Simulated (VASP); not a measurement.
Runs of VASP 6.6.1 on MgSe. The structure is that of space group Fm-3m (No. 225), or close to it. The cells are those of the table. 

```csv
cell,gap on the mesh (eV),pressure (GPa)
"a = 3.813 Å, angles 60.0, 60.0, 90.0°, 2 atoms",1.70,(b)
"a = 3.706 Å, angles 60.0, 60.0, 90.0°, 2 atoms",1.84,6.7
"a = 3.670 Å, angles 60.0, 60.0, 90.0°, 2 atoms",1.89,9.7
"a = 3.778 Å, angles 60.0, 60.0, 90.0°, 2 atoms",(a),1.7
"a = 3.618 Å, angles 60.0, 60.0, 90.0°, 2 atoms",1.96,14.8
"a = 3.747 Å, angles 60.0, 60.0, 90.0°, 2 atoms",(c),3.7
```

Alike in all rows: task single point; level LDA; potentials or basis VASP PAW LDA potentials, release 64 (Mg, Se); no spin polarisation; k mesh 8 × 8 × 8; cutoff (eV) 600; smearing gaussian 0.01 eV.

Question: Fill in the values left out.

Answer: (a) 1.75; (b) -0.3; (c) 1.79.

A k mesh can miss the band edges, and the runs leave out spin-orbit coupling on Se.
